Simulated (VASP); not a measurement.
# SnTe (P4mm) in VASP: further runs

Runs on SnTe. Level: r2SCAN. Tasks: single point.

Everything below comes from runs of VASP 6.6.1. Logs are shortened: lines on timing, memory, paths and dates and some standing lists are left out, and cuts for length are marked.

## 1. The cell of the first run

Symmetry: P4mm, No. 99, tetragonal system. The conventional cell has a = 3.905 Å, b = 3.905 Å, c = 3.905 Å, α = 90.00°, β = 90.00°, γ = 90.00°. Sn (site symmetry 4mm) has 8 Te at 3.27 to 3.50 Å and 6 Sn at 3.90 Å within 4.3 Å. Te (site symmetry 4mm) has 8 Sn at 3.27 to 3.50 Å and 6 Te at 3.90 Å within 4.3 Å.

## 2. Single point, r2SCAN (all Te atoms moved -0.200 Å, as atom 2 along Cartesian [0 0 1])

POSCAR

```
SnTe
1.0
    3.9047000000      0.0000000000      0.0000000000
    0.0000000000      3.9047000000      0.0000000000
    0.0000000000      0.0000000000      3.9047000000
Sn Te
1 1
Direct
    0.0000000000      0.0000000000      0.0000000000
    0.5000000000      0.5000000000      0.4487796758
```

INCAR.step1

```
ALGO = Normal
EDIFF = 1E-5
ENCUT = 550
GGA = PE
GGA_COMPAT = False
ISMEAR = 0
LASPH = True
LCHARG = False
LREAL = False
LWAVE = True
NBANDS = 17
NELM = 120
PREC = Accurate
SIGMA = 0.15
```

INCAR.step2

```
ALGO = Normal
EDIFF = 1E-6
ENCUT = 550
GGA_COMPAT = False
ISIF = 2
ISMEAR = 0
ISTART = 1
LASPH = True
LCHARG = True
LELF = True
LMIXTAU = True
LREAL = False
LVHAR = True
LWAVE = False
METAGGA = R2SCAN
NBANDS = 17
NELM = 120
PREC = Accurate
SIGMA = 0.15
```

KPOINTS

```
k-points
0
Gamma
  12 12 12
```

Potentials or basis: VASP PAW PBE potentials, release 64 (Sn_d, Te).

Started as:

```sh
cat potpaw_PBE.64/Sn_d/POTCAR potpaw_PBE.64/Te/POTCAR > POTCAR
cp INCAR.step1 INCAR
mpirun -np 1 vasp_std > vasp.out
cp INCAR.step2 INCAR
mpirun -np 1 vasp_std > vasp.out
```

OUTCAR:

```text
EDIFF = 1E-6
   ENCUT = 550
   ISIF = 2
   ISMEAR = 0
   ISTART = 1
   LASPH = True
   LREAL = False
   METAGGA = R2SCAN
   NELM = 120
   PREC = Accurate

 ion  position               nearest neighbor table
   1  0.000  0.000  0.000-   2 3.27   2 3.27   2 3.27   2 3.27   2 3.50   2 3.50   2 3.50   2 3.50

   2  0.500  0.500  0.449-   1 3.27   1 3.27   1 3.27   1 3.27   1 3.50   1 3.50   1 3.50   1 3.50

  LATTYP: Found a simple cubic cell.
 ALAT       =     3.9047000000

  Lattice vectors:

 A1 = (   3.9047000000,   0.0000000000,   0.0000000000)
 A2 = (   0.0000000000,   3.9047000000,   0.0000000000)
 A3 = (   0.0000000000,   0.0000000000,   3.9047000000)

Analysis of symmetry for initial positions (statically):
=====================================================================
 Subroutine PRICEL returns:
 Original cell was already a primitive cell.

 Routine SETGRP: Setting up the symmetry group for a
 simple cubic supercell.

 Subroutine GETGRP returns: Found  8 space group operations
 (whereof  8 operations were pure point group operations)
 out of a pool of 48 trial point group operations.

The static configuration has the point symmetry C_4v.

Analysis of symmetry for dynamics (positions and initial velocities):
=====================================================================
 Subroutine PRICEL returns:
 Original cell was already a primitive cell.

 Routine SETGRP: Setting up the symmetry group for a
 simple cubic supercell.

 Subroutine GETGRP returns: Found  8 space group operations
 (whereof  8 operations were pure point group operations)
 out of a pool of 48 trial point group operations.

The dynamic configuration has the point symmetry C_4v.

 Subroutine INISYM returns: Found  8 space group operations
 (whereof  8 operations are pure point group operations),
 and found     1 'primitive' translations

----------------------------------------------------------------------------------------

                                     Primitive cell

  volume of cell :      59.5337

  direct lattice vectors                    reciprocal lattice vectors
     3.904700000  0.000000000  0.000000000     0.256101621  0.000000000  0.000000000
     0.000000000  3.904700000  0.000000000     0.000000000  0.256101621  0.000000000
     0.000000000  0.000000000  3.904700000     0.000000000  0.000000000  0.256101621

  length of vectors
     3.904700000  3.904700000  3.904700000     0.256101621  0.256101621  0.256101621

  position of ions in fractional coordinates (direct lattice)
     0.000000000  0.000000000  0.000000000
     0.500000000  0.500000000  0.448779676

  ion indices of the primitive-cell ions
   primitive index   ion index
                 1           1
                 2           2

----------------------------------------------------------------------------------------

 KPOINTS: k-points

Automatic generation of k-mesh.
 Grid dimensions read from file:
 generate k-points for:   12   12   12

 Generating k-lattice:

  Cartesian coordinates                     Fractional coordinates (reciprocal lattice)
     0.021341802  0.000000000  0.000000000     0.083333333  0.000000000  0.000000000
     0.000000000  0.021341802  0.000000000     0.000000000  0.083333333  0.000000000
     0.000000000  0.000000000  0.021341802     0.000000000  0.000000000  0.083333333

  Length of vectors
     0.021341802  0.021341802  0.021341802

  Shift w.r.t. Gamma in fractional coordinates (k-lattice)
     0.000000000  0.000000000  0.000000000

 Subroutine IBZKPT returns following result:
 ===========================================

 Found    196 irreducible k-points:

 Following reciprocal coordinates:
            Coordinates               Weight
  0.000000  0.000000  0.000000      1.000000
  0.083333  0.000000  0.000000      4.000000
  0.000000  0.000000  0.083333      2.000000
  0.166667  0.000000  0.000000      4.000000
  0.000000  0.000000  0.166667      2.000000
  0.250000  0.000000  0.000000      4.000000
[... 16 lines left out ...]
  0.000000  0.333333  0.083333      8.000000
  0.083333  0.000000  0.333333      8.000000
 [... further k-points ...]
   k-points           NKPTS =    196   k-points in BZ     NKDIM =    196   number of bands    NBANDS=     17
   number of dos      NEDOS =    301   number of ions     NIONS =      2
   total plane-waves  NPLWV =  27000
   dimension x,y,z NGX =    30 NGY =   30 NGZ =   30
   dimension x,y,z NGXF=    60 NGYF=   60 NGZF=   60
   ions per type =               1   1
   NGX,Y,Z   is equivalent  to a cutoff of  12.77, 12.77, 12.77 a.u.
   NGXF,Y,Z  is equivalent  to a cutoff of  25.55, 25.55, 25.55 a.u.
 SYSTEM =  unknown system
   PREC   = accura    normal or accurate (medium, high low for compatibility)
   ISTART =      1    job   : 0-new  1-cont  2-samecut
   ICHARG =      0    charge: 1-file 2-atom 10-const
   ISPIN  =      1    spin polarized calculation?
   LNONCOLLINEAR =      F non collinear calculations
   LSORBIT =      F    spin-orbit coupling
   LASPH  =      T    aspherical Exc in radial PAW
   ENCUT  =  550.0 eV  40.42 Ry    6.36 a.u.   7.47  7.47  7.47*2*pi/ulx,y,z
   NELM   =    120;   NELMIN=  2; NELMDL=  0     # of ELM steps
   EDIFF  = 0.1E-05   stopping-criterion for ELM
   LREAL  =      F    real-space projection
   EDIFFG = 0.1E-04   stopping-criterion for IOM
   NSW    =      0    number of steps for IOM
   IBRION =     -1    ionic relax: 0-MD 1-quasi-New 2-CG
   NFREE  =      0    steps in history (QN), initial steepest desc. (CG)
   ISIF   =      2    stress and relaxation
   ISYM   =      2    0-nonsym 1-usesym 2-fastsym
   POTIM  = 0.5000    time-step for ionic-motion
   TEBEG  =    0.0;   TEEND  =   0.0 temperature during run
   PSTRESS=    0.0 pullay stress
   NELECT =      20.0000    total number of electrons
   NUPDOWN=      -1.0000    fix difference up-down
   EMIN   =  10.00;   EMAX   =-10.00  energy-range for DOS
   EFERMI =   0.00;   METHOD = LEGACY
   ISMEAR =     0;   SIGMA  =   0.15  broadening in eV -4-tet -1-fermi 0-gaus
   EFERMI_NEDOS =   21; number of points for ismear=-14 and -15
   IALGO  =     38    algorithm
   IMIX   =      4    mixing-type and parameters
     AMIX     =   0.40;   BMIX     =  1.00
     AMIX_MAG =   1.60;   BMIX_MAG =  1.00
  volume/ion in A,a.u.               =      29.77       200.88
  Fermi-wavevector in a.u.,A,eV,Ry     =   1.138057  2.150615 17.621893  1.295173
  Thomas-Fermi vector in A             =   2.274761
   LORBIT       =      0    0 simple, 1 ext, 2 COOP (PROOUT), +10 PAW based schemes
   METAGGA = R2SCAN    functional components
   LHFCALC =     F    Hartree Fock is set to
   AEXX    =    0.0000 exact exchange contribution
   IVDW    =     0    specifies the selected vdW correction
   LEPSILON=     F    determine dielectric tensor
   LRPA    =     F    only Hartree local field effects (RPA)
 non-spin polarized calculation
 Gauss-broadening in eV      SIGMA  =   0.15
  energy-cutoff  :      550.00
  volume of cell :       59.53
 maximum number of plane-waves:      1777
 NGX is ok and might be reduce to    30
   NGX = 15   NGY = 15   NGZ = 15

 number of electron      19.9999983 magnetization

 Free energy of the ion-electron system (eV)
  ---------------------------------------------------
  ext. energy  EPLUGINS =         0.00000000
  ---------------------------------------------------
  free energy    TOTEN  =       -50.09696687 eV

  energy without entropy =      -50.08595743  energy(sigma->0) =      -50.09146215

 E-fermi :   6.9454     XC(G=0): -10.4329

 val. band max:        6.9328852851   @ k =   0.5000   0.2500   0.2500
 cond. band min:       6.9615056808   @ k =   0.3333   0.0000   0.5000
 fundamental gap:      0.0286203957
 Fermi energy:         6.9453849358

 k-point     1 :       0.0000    0.0000    0.0000
  band No.  band energies     occupation
      1     -15.4159      2.00000
      2     -15.4155      2.00000
      3     -15.3784      2.00000
      4     -15.3784      2.00000
      5     -15.3778      2.00000
      6      -5.8853      2.00000
[... 9 lines left out ...]
     16      18.1978      0.00000
     17      18.2623      0.00000

 k-point     2 :       0.0833    0.0000    0.0000
  band No.  band energies     occupation
      1     -15.4157      2.00000
      2     -15.4133      2.00000
      3     -15.3792      2.00000
      4     -15.3787      2.00000
      5     -15.3783      2.00000
      6      -5.8274      2.00000
[... 9 lines left out ...]
     16      17.9875      0.00000
     17      18.0699      0.00000

 k-point     3 :       0.0000    0.0000    0.0833
  band No.  band energies     occupation
      1     -15.4154      2.00000
      2     -15.4137      2.00000
      3     -15.3792      2.00000
      4     -15.3792      2.00000
      5     -15.3778      2.00000
      6      -5.8289      2.00000
[... 9 lines left out ...]
     16      18.0459      0.00000
     17      18.0459      0.00000

 k-point     4 :       0.1667    0.0000    0.0000
  band No.  band energies     occupation
      1     -15.4154      2.00000
      2     -15.4072      2.00000
      3     -15.3813      2.00000
      4     -15.3808      2.00000
      5     -15.3782      2.00000
      6      -5.6574      2.00000
[... 9 lines left out ...]
     16      17.3539      0.00000
     17      17.8867      0.00000

 k-point     5 :       0.0000    0.0000    0.1667
  band No.  band energies     occupation
      1     -15.4151      2.00000
      2     -15.4076      2.00000
      3     -15.3813      2.00000
      4     -15.3813      2.00000
      5     -15.3777      2.00000
      6      -5.6639      2.00000
[... 9 lines left out ...]
     16      17.4699      0.00000
     17      17.8954      0.00000

 k-point     6 :       0.2500    0.0000    0.0000
  band No.  band energies     occupation
      1     -15.4151      2.00000
      2     -15.3989      2.00000
      3     -15.3842      2.00000
      4     -15.3837      2.00000
      5     -15.3780      2.00000
      6      -5.3898      2.00000
[... 9 lines left out ...]
     16      16.1638      0.00000
     17      18.0838      0.00000

 k-point     7 :       0.0000    0.0000    0.2500
  band No.  band energies     occupation
      1     -15.4148      2.00000
      2     -15.3994      2.00000
      3     -15.3841      2.00000
      4     -15.3841      2.00000
      5     -15.3775      2.00000
      6      -5.4055      2.00000
[... 9 lines left out ...]
     16      16.2736      0.00000
     17      18.0361      0.00000

 k-point     8 :       0.3333    0.0000    0.0000
  band No.  band energies     occupation
      1     -15.4147      2.00000
      2     -15.3906      2.00000
      3     -15.3870      2.00000
      4     -15.3866      2.00000
      5     -15.3777      2.00000
      6      -5.0596      2.00000
[... 9 lines left out ...]
     16      15.9908      0.00000
     17      18.4771      0.00000
[... 203 lines left out ...]
      1     -15.4135      2.00000
      2     -15.3982      2.00000
      3     -15.3848      2.00000
      4     -15.3839      2.00000
      5     -15.3786      2.00000
      6      -5.3347      2.00000
[... 9 lines left out ...]
     16      16.2629      0.00000
     17      17.1947      0.00000

 k-point    20 :       0.0000    0.2500    0.0833
  band No.  band energies     occupation
      1     -15.4134      2.00000
      2     -15.3982      2.00000
      3     -15.3851      2.00000
      4     -15.3836      2.00000
      5     -15.3786      2.00000
      6      -5.3361      2.00000
[... 9 lines left out ...]
     16      16.3085      0.00000
     17      17.1591      0.00000

 k-point    21 :       0.0833    0.0000    0.2500
  band No.  band energies     occupation
      1     -15.4132      2.00000
      2     -15.3986      2.00000
      3     -15.3850      2.00000
      4     -15.3840      2.00000
      5     -15.3782      2.00000
      6      -5.3502      2.00000
[... 9 lines left out ...]
     16      16.3646      0.00000
     17      17.1036      0.00000

 k-point    22 :       0.3333    0.0833    0.0000
  band No.  band energies     occupation
      1     -15.4131      2.00000
      2     -15.3899      2.00000
      3     -15.3878      2.00000
      4     -15.3867      2.00000
      5     -15.3784      2.00000
      6      -5.0074      2.00000
[... 9 lines left out ...]
     16      16.0647      0.00000
     17      17.4742      0.00000

 k-point    23 :       0.0000    0.3333    0.0833
  band No.  band energies     occupation
      1     -15.4131      2.00000
      2     -15.3900      2.00000
      3     -15.3880      2.00000
      4     -15.3865      2.00000
      5     -15.3784      2.00000
      6      -5.0087      2.00000
[... 9 lines left out ...]
     16      16.0680      0.00000
     17      17.4435      0.00000

 k-point    24 :       0.0833    0.0000    0.3333
  band No.  band energies     occupation
      1     -15.4128      2.00000
      2     -15.3904      2.00000
      3     -15.3879      2.00000
      4     -15.3868      2.00000
      5     -15.3779      2.00000
      6      -5.0373      2.00000
[... 9 lines left out ...]
     16      16.1890      0.00000
     17      17.3502      0.00000

 [... further k-points ...]

------------------------ aborting loop because EDIFF is reached ----------------------------------------

  FORCE on cell =-STRESS in cart. coord.  units (eV):
  Direction    XX          YY          ZZ          XY          YZ          ZX
  --------------------------------------------------------------------------------------
  -------------------------------------------------------------------------------------
  Total       -0.1171674     -0.1171674      0.0067633      0.0000000      0.0000000      0.0000000
  in kB       -3.1532200     -3.1532200      0.1820140      0.0000000      0.0000000      0.0000000
  external PRESSURE =      -2.0414753 kB  Pullay stress =       0.0000000 kB

 VOLUME and BASIS-vectors are now :
 -----------------------------------------------------------------------------
  energy-cutoff  :      550.00
  volume of cell :       59.53
      direct lattice vectors                 reciprocal lattice vectors
     3.904700000  0.000000000  0.000000000     0.256101621  0.000000000  0.000000000
     0.000000000  3.904700000  0.000000000     0.000000000  0.256101621  0.000000000
     0.000000000  0.000000000  3.904700000     0.000000000  0.000000000  0.256101621

 POSITION                                       TOTAL-FORCE (eV/Angst)
 -----------------------------------------------------------------------------------
      0.00000      0.00000      0.00000        -0.000000     -0.000000      0.217395
      1.95235      1.95235      1.75235         0.000000      0.000000     -0.217395
 -----------------------------------------------------------------------------------
    total drift:                               -0.000000      0.000000      0.000634

  FREE ENERGIE OF THE ION-ELECTRON SYSTEM (eV)
  ---------------------------------------------------
  free  energy   TOTEN  =       -50.0969668685 eV

  energy  without entropy=      -50.0859574333  energy(sigma->0) =      -50.09146215
```

It took 11 min on 1 thread of Oxide Virtual Turin-like, shared host; peak memory 0.3 GiB.

Results:

* Free energy: -50.0970 eV
* Pressure: -0.2 GPa
* Largest force: 0.217 eV/Å
* Band gap on the k mesh: zero (bands 10 and 11 overlap by 1.67 eV)

Forces on the atoms (eV/Å):
```
Sn   0.000  0.000  0.217
Te   0.000  0.000 -0.217
```

Stress tensor (GPa, compression positive):
```
-0.32  0.00  0.00
 0.00 -0.32  0.00
 0.00  0.00  0.02
```

Levels at points of the mesh, in eV from the Fermi level:
```
           k point  band 6  band 7  band 8  band 9  band 10  band 11  band 12  band 13  band 14  band 15
(0.00, 0.00, 0.00)  -12.83   -5.30   -1.92   -1.92    -1.80     3.67     4.04     5.68     5.68     6.09
(0.50, 0.00, 0.00)  -11.55   -8.49   -0.47   -0.35     0.08     0.67     2.23     2.37     5.89     6.76
(0.00, 0.00, 0.50)  -11.61   -8.36   -0.45   -0.45    -0.02     0.56     2.41     2.41     5.80     6.96
(0.50, 0.50, 0.00)  -10.70   -6.58   -4.99   -4.99     0.24     3.48     4.16     4.16     6.61     7.72
(0.00, 0.50, 0.50)  -10.72   -6.71   -4.91   -4.80     0.20     3.43     4.07     4.08     6.63     7.73
(0.50, 0.50, 0.50)  -10.15   -5.44   -3.17   -3.17    -2.96    -1.23    -1.03    -1.03    14.79    14.79
```

Caveat: the cell differs from its parent crystal (all Te atoms moved -0.200 Å, as atom 2 along Cartesian [0 0 1]); the PAW data sets were made with another functional, which shifts forces and pressure a little; spin-orbit coupling is left out, which moves the levels of the heavy elements.

## 3. Single point, r2SCAN (all Te atoms moved +0.150 Å, as atom 2 along Cartesian [0 0 1])

POSCAR: that of step 2 with these lines changed.

```diff
@@ -9,2 +9,2 @@
     0.0000000000      0.0000000000      0.0000000000
-    0.5000000000      0.5000000000      0.4487796758
+    0.5000000000      0.5000000000      0.5384152432
```

INCAR.step1

```
SYSTEM = SnTe
  PREC = Accurate
  ENCUT = 550
  ISMEAR = 0
  SIGMA = 0.15
  LREAL = .FALSE.
  LASPH = .TRUE.
  NELM = 120
  NBANDS = 17
  GGA = PE
  ALGO = Normal
  EDIFF = 1E-5
  LWAVE = .TRUE.
  LCHARG = .FALSE.
  GGA_COMPAT = .FALSE.
```

INCAR.step2

```
SYSTEM = SnTe
  PREC = Accurate
  ENCUT = 550
  EDIFF = 1E-6
  ISMEAR = 0
  SIGMA = 0.15
  LREAL = .FALSE.
  LASPH = .TRUE.
  NELM = 120
  ALGO = Normal
  ISIF = 2
  LWAVE = .FALSE.
  LCHARG = .TRUE.
  METAGGA = R2SCAN
  LMIXTAU = .TRUE.
  LELF = .TRUE.
  LVHAR = .TRUE.
  NBANDS = 17
  ISTART = 1
  GGA_COMPAT = .FALSE.
```

KPOINTS

```
regular mesh
0
G
  12 12 12
  0 0 0
```

Potentials or basis: VASP PAW PBE potentials, release 64 (Sn_d, Te).

Started as:

```sh
cat potpaw_PBE.64/Sn_d/POTCAR potpaw_PBE.64/Te/POTCAR > POTCAR
cp INCAR.step1 INCAR
mpirun -np 1 vasp_std > vasp.out
cp INCAR.step2 INCAR
mpirun -np 1 vasp_std > vasp.out
```

Wall time 11 min (1 thread of Oxide Virtual Turin-like, shared host); peak memory 0.3 GiB.

Results (log left out):

```
Free energy            : -50.0871 eV
Pressure               : -0.4 GPa
Largest force          : 0.174 eV/Å
Band gap on the k mesh : zero (bands 10 and 11 overlap by 1.69 eV)
```

Forces in eV/Å, atoms in the order of the input:
```
Sn   0.000  0.000 -0.174
Te   0.000  0.000  0.174
```

Stress tensor (GPa, compression positive):
```
-0.49  0.00  0.00
 0.00 -0.49  0.00
 0.00  0.00 -0.29
```

Levels at points of the mesh, in eV from the Fermi level:
```
           k point  band 8  band 9  band 10  band 11  band 12  band 13
(0.00, 0.00, 0.00)   -1.90   -1.90    -1.83     3.82     4.05     5.66
(0.50, 0.00, 0.00)   -0.42   -0.34     0.09     0.59     2.23     2.31
(0.00, 0.00, 0.50)   -0.40   -0.40     0.02     0.52     2.34     2.34
(0.50, 0.50, 0.00)   -4.97   -4.97     0.24     3.48     4.13     4.13
(0.00, 0.50, 0.50)   -4.93   -4.87     0.22     3.45     4.08     4.09
(0.50, 0.50, 0.50)   -3.09   -3.09    -2.97    -1.24    -1.12    -1.12
```

Caveat: the cell differs from its parent crystal (all Te atoms moved +0.150 Å, as atom 2 along Cartesian [0 0 1]); the PAW data sets were made with another functional, which shifts forces and pressure a little; spin-orbit coupling is left out, which moves the levels of the heavy elements.

The gap in the log of VASP goes by the Fermi energy; the results here count the filled bands.